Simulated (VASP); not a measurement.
# Al12H in VASP: further runs, part 2 of 2

VASP 6.6.1. The steps go on from the part before.

## Step 5: Relaxation of the atoms, PBE

Contents of INCAR:

```
PREC = Accurate
ENCUT = 520
EDIFF = 1E-7
ISMEAR = 0
SIGMA = 0.1
LREAL = F
LASPH = T
NELM = 80
ALGO = Normal
ISIF = 2
LWAVE = F
LCHARG = F
LDIPOL = T
IDIPOL = 3
DIPOL = 0.5 0.5 0.319
GGA = PE
IBRION = 2
NSW = 36
EDIFFG = -0.025
```

Contents of KPOINTS:

```
Automatic mesh
0
Gamma
  6 6 1
```

Contents of POSCAR:

```
Al12H
1.0
    5.7135165838      0.0000000000      0.0000000000
   -2.8567582919      4.9480505065      0.0000000000
    0.0000000000      0.0000000000     20.1013781936
Al H
12 1
Selective dynamics
Direct
    0.3333333333      0.1666666667      0.1989913309  F F F
    0.3333333333      0.6666666667      0.1989913309  F F F
    0.8333333333      0.1666666667      0.1989913309  F F F
    0.8333333333      0.6666666667      0.1989913309  F F F
    0.1666666667      0.3333333333      0.3134471578  F F F
    0.1666666667      0.8333333333      0.3134471578  F F F
    0.6666666667      0.3333333333      0.3134471578  F F F
    0.6666666667      0.8333333333      0.3134471578  F F F
    0.0000000000      0.0000000000      0.4278999236  F F F
    0.0000000000      0.5000000000      0.4278999236  F F F
    0.5000000000      0.0000000000      0.4278999236  F F F
    0.5000000000      0.5000000000      0.4278999236  F F F
    0.3333333333      0.1666666667      0.3884547608  F F T
```

Potentials or basis: VASP PAW PBE potentials, release 64 (Al, H).

Command:

```
cat potpaw_PBE.64/Al/POTCAR potpaw_PBE.64/H/POTCAR > POTCAR
mpirun -np 1 vasp_std > vasp.out
```

OUTCAR:

```text
PREC = Accurate
   ENCUT = 520
   EDIFF = 1E-7
   ISMEAR = 0
   LREAL = F
   LASPH = T
   NELM = 80
   ISIF = 2
   GGA = PE
   IBRION = 2
   NSW = 36
   EDIFFG = -0.025

 ion  position               nearest neighbor table
   1  0.333  0.167  0.199-   5 2.83   6 2.83   7 2.83   4 2.86   2 2.86   2 2.86   4 2.86   3 2.86
                             3 2.86
   2  0.333  0.667  0.199-   6 2.83   5 2.83   8 2.83   3 2.86   1 2.86   1 2.86   3 2.86   4 2.86
                             4 2.86
   3  0.833  0.167  0.199-   7 2.83   8 2.83   5 2.83   4 2.86   2 2.86   4 2.86   2 2.86   1 2.86
                             1 2.86
   4  0.833  0.667  0.199-   8 2.83   7 2.83   6 2.83   3 2.86   1 2.86   3 2.86   1 2.86   2 2.86
                             2 2.86
   5  0.167  0.333  0.313-   9 2.83  12 2.83  10 2.83   1 2.83   2 2.83   3 2.83   8 2.86   6 2.86
                             6 2.86   8 2.86   7 2.86   7 2.86
   6  0.167  0.833  0.313-  10 2.83  11 2.83   9 2.83   2 2.83   1 2.83   4 2.83   7 2.86   5 2.86
                             5 2.86   7 2.86   8 2.86   8 2.86
   7  0.667  0.333  0.313-  11 2.83  10 2.83  12 2.83   3 2.83   4 2.83   1 2.83   8 2.86   6 2.86
                             8 2.86   6 2.86   5 2.86   5 2.86
   8  0.667  0.833  0.313-  12 2.83   9 2.83  11 2.83   4 2.83   3 2.83   2 2.83   7 2.86   5 2.86
                             7 2.86   5 2.86   6 2.86   6 2.86
   9  0.000  0.000  0.428-  13 1.83   5 2.83   8 2.83   6 2.83  12 2.86  10 2.86  10 2.86  12 2.86
                            11 2.86  11 2.86
  10  0.000  0.500  0.428-   6 2.83   7 2.83   5 2.83   9 2.86  11 2.86   9 2.86  11 2.86  12 2.86
[... 496 lines left out ...]

 number of electron      36.9999999 magnetization

 dipolmoment           0.000000      0.000000      0.004774 electrons x Angstroem

 Free energy of the ion-electron system (eV)
  ---------------------------------------------------
  ext. energy  EPLUGINS =         0.00000000
  ---------------------------------------------------
  free energy    TOTEN  =       -44.63192423 eV

  energy without entropy =      -44.59131450  energy(sigma->0) =      -44.61161937

 E-fermi :   0.2852     XC(G=0):  -4.4361

 val. band max:        0.2763706196   @ k =   0.3333   0.1667   0.0000
 cond. band min:       0.2896700709   @ k =   0.1667   0.1667   0.0000
 fundamental gap:      0.0132994513
 Fermi energy:         0.2852292283

 k-point     1 :       0.0000    0.0000    0.0000
  band No.  band energies     occupation
      1     -10.9251      2.00000
      2      -8.9320      2.00000
      3      -6.5509      2.00000
      4      -5.8579      2.00000
      5      -4.5575      2.00000
      6      -4.5575      2.00000
[... 185 lines left out ...]
     24       2.3120      0.00000
     25       2.3890      0.00000

------------------------ aborting loop because EDIFF is reached ----------------------------------------

 vacuum level on the upper side and lower side of the slab       (xc-potential included)        -0.019        -0.054

  FORCE on cell =-STRESS in cart. coord.  units (eV):
  Direction    XX          YY          ZZ          XY          YZ          ZX
  --------------------------------------------------------------------------------------
  -------------------------------------------------------------------------------------
  Total       -1.3650138     -1.3650138      1.7424188      0.0000000     -0.0000000      0.0000000
  in kB       -3.8484351     -3.8484351      4.9124673      0.0000000     -0.0000000      0.0000000
  external PRESSURE =      -0.9281343 kB  Pullay stress =       0.0000000 kB
[... 28 lines left out ...]
  FREE ENERGIE OF THE ION-ELECTRON SYSTEM (eV)
  ---------------------------------------------------
  free  energy   TOTEN  =       -44.6319242339 eV

  energy  without entropy=      -44.5913145028  energy(sigma->0) =      -44.61161937

 reached required accuracy - stopping structural energy minimisation

 vacuum level on the upper side and lower side of the slab         4.203         4.168
```

OSZICAR:

```text
N       E                     dE             d eps       ncg     rms          rms(c)
DAV:   1     0.145711992828E+03    0.14571E+03   -0.11110E+04   350   0.103E+03
DAV:   2    -0.372955021803E+02   -0.18301E+03   -0.17883E+03   474   0.174E+02
DAV:   3    -0.470376870553E+02   -0.97422E+01   -0.95706E+01   498   0.418E+01
[... 104 lines left out ...]
DAV:  12    -0.446319236110E+02   -0.12657E-05   -0.98137E-08   282   0.101E-03    0.148E-04
DAV:  13    -0.446319237229E+02   -0.11193E-06   -0.59902E-09   270   0.455E-04    0.121E-04
DAV:  14    -0.446319240375E+02   -0.31456E-06   -0.14169E-08   229   0.459E-04    0.758E-05
DAV:  15    -0.446319241715E+02   -0.13409E-06   -0.82158E-09   237   0.354E-04    0.448E-05
DAV:  16    -0.446319242339E+02   -0.62334E-07   -0.49280E-09   229   0.287E-04
   7 F= -.44631924E+02 E0= -.44611619E+02  d E =-.422783E-01
```

Wall time 14 min (1 thread of Intel Xeon Platinum 8259CL at 2.50GHz (Skylake/Cascade Lake), shared host); peak memory 0.65 GiB.

Results:

```
Free energy               : -44.6319 eV
Energy gained by relaxing : 3.3 meV/atom
Ionic steps               : 7
Band gap on the k mesh    : zero (an odd number of electrons rules out a gap without spin polarisation)
```

The path:
| step | energy change (eV) | largest force on free atoms (eV/Å) | pressure (GPa) |
| --- | --- | --- | --- |
| 1 | 0.0000 | 0.2128 | -0.06 |
| 2 | -0.0022 | 0.2071 | -0.06 |
| 3 | -0.0083 | 0.1901 | -0.07 |
| 4 | -0.0189 | 0.1547 | -0.09 |
| 5 | -0.0340 | 0.0924 | -0.10 |
| 6 | -0.0401 | 0.0660 | -0.07 |
| 7 | -0.0423 | 0.0182 | -0.09 |

Final structure:
```
CELL_PARAMETERS angstrom
5.71352 0.00000 0.00000
-2.85676 4.94805 0.00000
0.00000 0.00000 20.10138
ATOMIC_POSITIONS crystal
Al 0.33333 0.16667 0.19899
Al 0.33333 0.66667 0.19899
Al 0.83333 0.16667 0.19899
Al 0.83333 0.66667 0.19899
Al 0.16667 0.33333 0.31345
Al 0.16667 0.83333 0.31345
Al 0.66667 0.33333 0.31345
Al 0.66667 0.83333 0.31345
Al 0.00000 0.00000 0.42790
Al 0.00000 0.50000 0.42790
Al 0.50000 0.00000 0.42790
Al 0.50000 0.50000 0.42790
H 0.33333 0.16667 0.37007
```

## Step 6: The runs side by side

```tsv
task	cell	gap on the mesh (eV)	largest force (eV/Å)
single point	as given, atomic positions A	none	0.57
single point	as given, atomic positions B	none	1.30
single point	as given, atomic positions C	none	0.33
relaxation of the atoms	atoms relaxed, atomic positions D	none	-
```

Alike in all rows: level PBE; potentials or basis VASP PAW PBE potentials, release 64 (Al, H); no spin polarisation; k mesh 6 × 6 × 1; cutoff (eV) 520; smearing gaussian 0.1 eV.

Total energies depend on the potentials used, so only differences within one code and one set of settings carry meaning.
